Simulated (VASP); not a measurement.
# BaZrO3 (Pm-3m) in VASP: settings compared

Aim: see how the results for BaZrO3 move with the level of theory and the settings. Levels: RPBE, LDA, revPBE, r2SCAN. Tasks: single point.

All numbers are computed with VASP 6.6.1; they aren't measurements. Logs are shortened: lines on timing, memory, paths and dates and some standing lists are left out, and cuts for length are marked.

## 1. The cell of the first run

The structure is cubic, space group Pm-3m (No. 221). The conventional cell has a = 4.191 Å, b = 4.191 Å, c = 4.191 Å, α = 90.00°, β = 90.00°, γ = 90.00°. Within 3.9 Å of Ba (site symmetry m-3m) lie 12 O at 2.96 Å and 8 Zr at 3.63 Å. Zr (site symmetry m-3m) has 6 O at 2.10 Å within 2.8 Å. Within 2.8 Å of O (site symmetry 4/mmm) lie 2 Zr at 2.10 Å.

## 2. Single point, RPBE

INCAR reads:

```
PREC     = Accurate       # precision mode
ENCUT    = 520            # plane-wave cutoff, eV
EDIFF    = 1E-6           # SCF threshold, eV
ISMEAR   = 0              # smearing method
SIGMA    = 0.01           # smearing width, eV
LREAL    = False          # projectors in reciprocal space
LASPH    = True           # aspherical terms in the spheres
NELM     = 60             # most SCF steps
ALGO     = Normal         # electronic algorithm
ISIF     = 2              # what is computed and relaxed
LWAVE    = False          # write WAVECAR
LCHARG   = False          # write CHGCAR
GGA      = RP             # functional
NBANDS   = 28             # bands
```

KPOINTS reads:

```
regular mesh
0
Gamma
  3 3 3
```

POSCAR reads:

```
BaZrO3
1.0
    4.1913400000      0.0000000000      0.0000000000
    0.0000000000      4.1913400000      0.0000000000
    0.0000000000      0.0000000000      4.1913400000
Ba Zr O
1 1 3
Direct
    0.0000000000      0.0000000000      0.0000000000
    0.5000000000      0.5000000000      0.5000000000
    0.0000000000      0.5000000000      0.5000000000
    0.5000000000      0.0000000000      0.5000000000
    0.5000000000      0.5000000000      0.0000000000
```

Potentials or basis: VASP PAW PBE potentials, release 64 (Ba_sv, Zr_sv, O).

Started as:

```bash
$ cat potpaw_PBE.64/Ba_sv/POTCAR potpaw_PBE.64/Zr_sv/POTCAR potpaw_PBE.64/O/POTCAR > POTCAR
$ mpirun -np 1 vasp_std > vasp.out
```

OUTCAR:

```text
PREC = Accurate
   ENCUT = 520
   EDIFF = 1E-6
   ISMEAR = 0
   LREAL = False
   LASPH = True
   NELM = 60
   ISIF = 2
   GGA = RP

 ion  position               nearest neighbor table
   1  0.000  0.000  0.000-   3 2.96   4 2.96   5 2.96   3 2.96   4 2.96   3 2.96   5 2.96   3 2.96
                             4 2.96   5 2.96   4 2.96   5 2.96   2 3.63   2 3.63   2 3.63   2 3.63
   2  0.500  0.500  0.500-   3 2.10   4 2.10   5 2.10   5 2.10   4 2.10   3 2.10   1 3.63   1 3.63
                             1 3.63   1 3.63   1 3.63   1 3.63   1 3.63   1 3.63
   3  0.000  0.500  0.500-   2 2.10   2 2.10   1 2.96   1 2.96   1 2.96   1 2.96
   4  0.500  0.000  0.500-   2 2.10   2 2.10   1 2.96   1 2.96   1 2.96   1 2.96
   5  0.500  0.500  0.000-   2 2.10   2 2.10   1 2.96   1 2.96   1 2.96   1 2.96

  LATTYP: Found a simple cubic cell.
 ALAT       =     4.1913400000

  Lattice vectors:

 A1 = (   4.1913400000,   0.0000000000,   0.0000000000)
 A2 = (   0.0000000000,   4.1913400000,   0.0000000000)
 A3 = (   0.0000000000,   0.0000000000,   4.1913400000)

Analysis of symmetry for initial positions (statically):
=====================================================================
 Subroutine PRICEL returns:
 Original cell was already a primitive cell.

 Routine SETGRP: Setting up the symmetry group for a
 simple cubic supercell.

 Subroutine GETGRP returns: Found 48 space group operations
 (whereof 48 operations were pure point group operations)
 out of a pool of 48 trial point group operations.

The static configuration has the point symmetry O_h .

Analysis of symmetry for dynamics (positions and initial velocities):
=====================================================================
 Subroutine PRICEL returns:
 Original cell was already a primitive cell.

 Routine SETGRP: Setting up the symmetry group for a
 simple cubic supercell.

 Subroutine GETGRP returns: Found 48 space group operations
 (whereof 48 operations were pure point group operations)
 out of a pool of 48 trial point group operations.

The dynamic configuration has the point symmetry O_h .

 Subroutine INISYM returns: Found 48 space group operations
 (whereof 48 operations are pure point group operations),
 and found     1 'primitive' translations

----------------------------------------------------------------------------------------

                                     Primitive cell

  volume of cell :      73.6307

  direct lattice vectors                    reciprocal lattice vectors
     4.191340000  0.000000000  0.000000000     0.238587182  0.000000000  0.000000000
     0.000000000  4.191340000  0.000000000     0.000000000  0.238587182  0.000000000
     0.000000000  0.000000000  4.191340000     0.000000000  0.000000000  0.238587182

  length of vectors
     4.191340000  4.191340000  4.191340000     0.238587182  0.238587182  0.238587182

  position of ions in fractional coordinates (direct lattice)
     0.000000000  0.000000000  0.000000000
     0.500000000  0.500000000  0.500000000
     0.000000000  0.500000000  0.500000000
     0.500000000  0.000000000  0.500000000
     0.500000000  0.500000000  0.000000000

  ion indices of the primitive-cell ions
   primitive index   ion index
                 1           1
                 2           2
                 3           3
                 4           4
                 5           5

----------------------------------------------------------------------------------------

 KPOINTS: regular mesh

Automatic generation of k-mesh.
 Grid dimensions read from file:
 generate k-points for:    3    3    3

 Generating k-lattice:

  Cartesian coordinates                     Fractional coordinates (reciprocal lattice)
     0.079529061  0.000000000  0.000000000     0.333333333  0.000000000  0.000000000
     0.000000000  0.079529061  0.000000000     0.000000000  0.333333333  0.000000000
     0.000000000  0.000000000  0.079529061     0.000000000  0.000000000  0.333333333

  Length of vectors
     0.079529061  0.079529061  0.079529061

  Shift w.r.t. Gamma in fractional coordinates (k-lattice)
     0.000000000  0.000000000  0.000000000

 Subroutine IBZKPT returns following result:
 ===========================================

 Found      4 irreducible k-points:

 Following reciprocal coordinates:
            Coordinates               Weight
  0.000000  0.000000  0.000000      1.000000
  0.333333  0.000000  0.000000      6.000000
  0.333333  0.333333  0.000000     12.000000
  0.333333  0.333333  0.333333      8.000000
   k-points           NKPTS =      4   k-points in BZ     NKDIM =      4   number of bands    NBANDS=     28
   number of dos      NEDOS =    301   number of ions     NIONS =      5
   total plane-waves  NPLWV =  32768
   dimension x,y,z NGX =    32 NGY =   32 NGZ =   32
   dimension x,y,z NGXF=    64 NGYF=   64 NGZF=   64
   ions per type =               1   1   3
   NGX,Y,Z   is equivalent  to a cutoff of  12.69, 12.69, 12.69 a.u.
   NGXF,Y,Z  is equivalent  to a cutoff of  25.39, 25.39, 25.39 a.u.
 SYSTEM =  unknown system
   PREC   = accura    normal or accurate (medium, high low for compatibility)
   ISTART =      0    job   : 0-new  1-cont  2-samecut
   ICHARG =      2    charge: 1-file 2-atom 10-const
   ISPIN  =      1    spin polarized calculation?
   LNONCOLLINEAR =      F non collinear calculations
   LSORBIT =      F    spin-orbit coupling
   LASPH  =      T    aspherical Exc in radial PAW
   ENCUT  =  520.0 eV  38.22 Ry    6.18 a.u.   7.79  7.79  7.79*2*pi/ulx,y,z
   NELM   =     60;   NELMIN=  2; NELMDL= -5     # of ELM steps
   EDIFF  = 0.1E-05   stopping-criterion for ELM
   LREAL  =      F    real-space projection
   EDIFFG = 0.1E-04   stopping-criterion for IOM
   NSW    =      0    number of steps for IOM
   IBRION =     -1    ionic relax: 0-MD 1-quasi-New 2-CG
   NFREE  =      0    steps in history (QN), initial steepest desc. (CG)
   ISIF   =      2    stress and relaxation
   ISYM   =      2    0-nonsym 1-usesym 2-fastsym
   POTIM  = 0.5000    time-step for ionic-motion
   TEBEG  =    0.0;   TEEND  =   0.0 temperature during run
   PSTRESS=    0.0 pullay stress
   NELECT =      40.0000    total number of electrons
   NUPDOWN=      -1.0000    fix difference up-down
   EMIN   =  10.00;   EMAX   =-10.00  energy-range for DOS
   EFERMI =   0.00;   METHOD = LEGACY
   ISMEAR =     0;   SIGMA  =   0.01  broadening in eV -4-tet -1-fermi 0-gaus
   EFERMI_NEDOS =   21; number of points for ismear=-14 and -15
   IALGO  =     38    algorithm
   IMIX   =      4    mixing-type and parameters
     AMIX     =   0.40;   BMIX     =  1.00
     AMIX_MAG =   1.60;   BMIX_MAG =  1.00
  volume/ion in A,a.u.               =      14.73        99.38
  Fermi-wavevector in a.u.,A,eV,Ry     =   1.335802  2.524299 24.277770  1.784366
  Thomas-Fermi vector in A             =   2.464478
   LORBIT       =      0    0 simple, 1 ext, 2 COOP (PROOUT), +10 PAW based schemes
   GGA     = RP    functional components
   LHFCALC =     F    Hartree Fock is set to
   AEXX    =    0.0000 exact exchange contribution
   IVDW    =     0    specifies the selected vdW correction
   LEPSILON=     F    determine dielectric tensor
   LRPA    =     F    only Hartree local field effects (RPA)
 non-spin polarized calculation
 Gauss-broadening in eV      SIGMA  =   0.01
  energy-cutoff  :      520.00
  volume of cell :       73.63
 maximum number of plane-waves:      2003
 NGX is ok and might be reduce to    32
   NGX = 15   NGY = 15   NGZ = 15

 number of electron      40.0000000 magnetization

 Free energy of the ion-electron system (eV)
  ---------------------------------------------------
  ext. energy  EPLUGINS =         0.00000000
  ---------------------------------------------------
  free energy    TOTEN  =       -39.55037969 eV

  energy without entropy =      -39.55037969  energy(sigma->0) =      -39.55037969

 E-fermi :   3.9020     XC(G=0): -10.5571

 val. band max:        3.7279445213   @ k =   0.0000   0.0000   0.0000
 cond. band min:       7.1561502161   @ k =   0.0000   0.0000   0.0000
 fundamental gap:      3.4282056948
 Fermi energy:         3.9020485875

 k-point     1 :       0.0000    0.0000    0.0000
  band No.  band energies     occupation
      1     -43.1844      2.00000
      2     -21.4435      2.00000
      3     -21.3319      2.00000
      4     -21.3319      2.00000
      5     -21.3319      2.00000
      6     -12.5109      2.00000
[... 20 lines left out ...]
     27      11.3262      0.00000
     28      11.3262      0.00000

 k-point     2 :       0.3333    0.0000    0.0000
  band No.  band energies     occupation
      1     -43.1819      2.00000
      2     -21.6637      2.00000
      3     -21.3268      2.00000
      4     -21.3268      2.00000
      5     -21.2528      2.00000
      6     -12.6201      2.00000
[... 20 lines left out ...]
     27      11.5547      0.00000
     28      11.9044      0.00000

 k-point     3 :       0.3333    0.3333    0.0000
  band No.  band energies     occupation
      1     -43.1794      2.00000
      2     -21.5998      2.00000
      3     -21.5157      2.00000
      4     -21.3221      2.00000
      5     -21.2848      2.00000
      6     -12.4221      2.00000
[... 20 lines left out ...]
     27      12.2153      0.00000
     28      12.5008      0.00000

 k-point     4 :       0.3333    0.3333    0.3333
  band No.  band energies     occupation
      1     -43.1769      2.00000
      2     -21.5473      2.00000
      3     -21.5092      2.00000
      4     -21.5092      2.00000
      5     -21.3071      2.00000
      6     -11.7401      2.00000
[... 20 lines left out ...]
     27      12.2720      0.00000
     28      12.2720      0.00000

------------------------ aborting loop because EDIFF is reached ----------------------------------------

  FORCE on cell =-STRESS in cart. coord.  units (eV):
  Direction    XX          YY          ZZ          XY          YZ          ZX
  --------------------------------------------------------------------------------------
  -------------------------------------------------------------------------------------
  Total        4.0680400      4.0680400      4.0680400     -0.0000000     -0.0000000      0.0000000
  in kB       88.5191271     88.5191271     88.5191271     -0.0000000     -0.0000000      0.0000000
  external PRESSURE =      88.5191271 kB  Pullay stress =       0.0000000 kB

 VOLUME and BASIS-vectors are now :
 -----------------------------------------------------------------------------
  energy-cutoff  :      520.00
  volume of cell :       73.63
      direct lattice vectors                 reciprocal lattice vectors
     4.191340000  0.000000000  0.000000000     0.238587182  0.000000000  0.000000000
     0.000000000  4.191340000  0.000000000     0.000000000  0.238587182  0.000000000
     0.000000000  0.000000000  4.191340000     0.000000000  0.000000000  0.238587182

 POSITION                                       TOTAL-FORCE (eV/Angst)
 -----------------------------------------------------------------------------------
      0.00000      0.00000      0.00000         0.000000      0.000000      0.000000
      2.09567      2.09567      2.09567         0.000000      0.000000      0.000000
      0.00000      2.09567      2.09567         0.000000      0.000000      0.000000
      2.09567      0.00000      2.09567         0.000000      0.000000      0.000000
      2.09567      2.09567      0.00000         0.000000      0.000000      0.000000
 -----------------------------------------------------------------------------------
    total drift:                                0.000000     -0.000000     -0.000000

  FREE ENERGIE OF THE ION-ELECTRON SYSTEM (eV)
  ---------------------------------------------------
  free  energy   TOTEN  =       -39.5503796948 eV

  energy  without entropy=      -39.5503796948  energy(sigma->0) =      -39.55037969
```

Wall time 5.5 s (1 thread of Intel Xeon 6975P-C (Granite Rapids), shared host); peak memory 0.18 GiB.

What came out:

* Free energy: -39.5504 eV
* Pressure: 8.9 GPa
* Band gap on the k mesh: 3.43 eV, direct

Caveat: the k points lie up to 0.50 Å⁻¹ apart; the PAW data sets were made with another functional, which shifts forces and pressure a little; spin-orbit coupling is left out, which moves the levels of the heavy elements. A k mesh can miss the band edges.

## 3. Single point, LDA

INCAR reads:

```
ALGO = Normal ; EDIFF = 1E-6
ENCUT = 520 ; GGA = CA
ISIF = 2 ; ISMEAR = 0
LASPH = True ; LCHARG = False
LREAL = False ; LWAVE = False
NBANDS = 28 ; NELM = 60
PREC = Accurate ; SIGMA = 0.01
```

KPOINTS reads:

```
k-points
0
Gamma
  3 3 3
```

POSCAR is that of step 2.

Potentials or basis: VASP PAW LDA potentials, release 64 (Ba_sv, Zr_sv, O).

Started as:

```bash
$ cat potpaw_LDA.64/Ba_sv/POTCAR potpaw_LDA.64/Zr_sv/POTCAR potpaw_LDA.64/O/POTCAR > POTCAR
$ mpirun -np 1 vasp_std > vasp.out
```

Wall time 3.9 s (1 thread of Intel Xeon 6975P-C (Granite Rapids), shared host); peak memory 0.15 GiB.

Results (log left out):

```
Free energy            : -45.6509 eV
Pressure               : -3.6 GPa
Band gap on the k mesh : 3.25 eV, direct
```

Levels at points of the mesh, in eV from the valence-band top:
```tsv
k point	band 16	band 17	band 18	band 19	band 20	band 21	band 22	band 23	band 24	band 25
(0.00, 0.00, 0.00)	-0.79	-0.79	0.00	0.00	0.00	3.25	3.25	3.25	4.72	4.72
```

Caveat: the k points lie up to 0.50 Å⁻¹ apart; spin-orbit coupling is left out, which moves the levels of the heavy elements. A k mesh can miss the band edges.

## 4. Single point, revPBE

INCAR reads:

```
SYSTEM = BaZrO3
PREC     = Accurate       ! precision mode
ENCUT    = 520            ! plane-wave cutoff, eV
EDIFF    = 1E-6           ! SCF threshold, eV
ISMEAR   = 0              ! smearing method
SIGMA    = 0.01           ! smearing width, eV
LREAL    = .FALSE.        ! projectors in reciprocal space
LASPH    = .TRUE.         ! aspherical terms in the spheres
NELM     = 60             ! most SCF steps
ALGO     = Normal         ! electronic algorithm
ISIF     = 2              ! what is computed and relaxed
LWAVE    = .FALSE.        ! write WAVECAR
LCHARG   = .FALSE.        ! write CHGCAR
GGA      = RE             ! functional
NBANDS   = 28             ! bands
```

KPOINTS reads:

```
regular mesh
0
G
  3 3 3
  0 0 0
```

POSCAR is that of step 3.

Potentials or basis: VASP PAW PBE potentials, release 64 (Ba_sv, Zr_sv, O).

Started as:

```bash
$ cat potpaw_PBE.64/Ba_sv/POTCAR potpaw_PBE.64/Zr_sv/POTCAR potpaw_PBE.64/O/POTCAR > POTCAR
$ mpirun -np 1 vasp_std > vasp.out
```

Wall time 5.4 s (1 thread of Intel Xeon 6975P-C (Granite Rapids), shared host); peak memory 0.18 GiB.

It converged, with:

```yaml
Free_energy: -39.8365 eV
Pressure: 7.9 GPa
Band_gap_on_the_k_mesh: 3.41 eV, direct
```

Levels at points of the mesh, in eV from the valence-band top:
```csv
k point,band 18,band 19,band 20,band 21,band 22,band 23
"(0.00, 0.00, 0.00)",0.00,0.00,0.00,3.41,3.41,3.41
```

Caveat: the k points lie up to 0.50 Å⁻¹ apart; the PAW data sets were made with another functional, which shifts forces and pressure a little; spin-orbit coupling is left out, which moves the levels of the heavy elements.

## 5. Single point, r2SCAN

POSCAR is that of step 4.

INCAR.step1 reads:

```
SYSTEM = BaZrO3
PREC = Accurate ; ENCUT = 520
ISMEAR = 0 ; SIGMA = 0.01
LREAL = .FALSE. ; LASPH = .TRUE.
NELM = 60 ; NBANDS = 28
GGA = PE ; ALGO = Normal
EDIFF = 1E-4 ; LWAVE = .TRUE.
LCHARG = .FALSE.
```

INCAR.step2 reads:

```
SYSTEM = BaZrO3
PREC = Accurate ; ENCUT = 520
EDIFF = 1E-6 ; ISMEAR = 0
SIGMA = 0.01 ; LREAL = .FALSE.
LASPH = .TRUE. ; NELM = 60
ALGO = Normal ; ISIF = 2
LWAVE = .FALSE. ; LCHARG = .TRUE.
METAGGA = R2SCAN ; LMIXTAU = .TRUE.
LELF = .TRUE. ; LVHAR = .TRUE.
NBANDS = 28 ; ISTART = 1
```

KPOINTS reads:

```
Automatic mesh
0
G
  3 3 3
  0 0 0
```

Started as:

```bash
$ cat potpaw_PBE.64/Ba_sv/POTCAR potpaw_PBE.64/Zr_sv/POTCAR potpaw_PBE.64/O/POTCAR > POTCAR
$ cp INCAR.step1 INCAR
$ mpirun -np 1 vasp_std > vasp.out
$ cp INCAR.step2 INCAR
$ mpirun -np 1 vasp_std > vasp.out
```

Run time: 20 s. Hardware: 1 thread of Intel Xeon 6975P-C (Granite Rapids), shared host; peak memory 0.19 GiB.

The run converged. Its results:

```yaml
Free_energy: -85.0314 eV
Pressure: 2.9 GPa
Band_gap_on_the_k_mesh: 3.92 eV, direct
```

Levels at points of the mesh, in eV from the valence-band top:
```
           k point  band 17  band 18  band 19  band 20  band 21  band 22  band 23  band 24
(0.00, 0.00, 0.00)    -0.77     0.00     0.00     0.00     3.92     3.92     3.92     5.41
```

Caveat: the k points lie up to 0.50 Å⁻¹ apart; the PAW data sets were made with another functional, which shifts forces and pressure a little; spin-orbit coupling is left out, which moves the levels of the heavy elements. A k mesh can miss the band edges.

## 6. Summary

```tsv
level	potentials or basis	gap on the mesh (eV)	pressure (GPa)
RPBE	VASP PAW PBE potentials, release 64 (Ba_sv, Zr_sv, O)	3.43	8.9
LDA	VASP PAW LDA potentials, release 64 (Ba_sv, Zr_sv, O)	3.25	-3.6
revPBE	VASP PAW PBE potentials, release 64 (Ba_sv, Zr_sv, O)	3.41	7.9
r2SCAN	VASP PAW PBE potentials, release 64 (Ba_sv, Zr_sv, O)	3.92	2.9
```

Alike in all rows: task single point; no spin polarisation; cell as given; k mesh 3 × 3 × 3; cutoff (eV) 520; smearing gaussian 0.01 eV.

Caveats: all runs use coarse meshes; spin-orbit coupling is left out, which moves the levels of the heavy elements; the PAW data sets were made with another functional, which shifts forces and pressure a little (some runs).

Absolute energies hang on the potentials; compare differences alone.
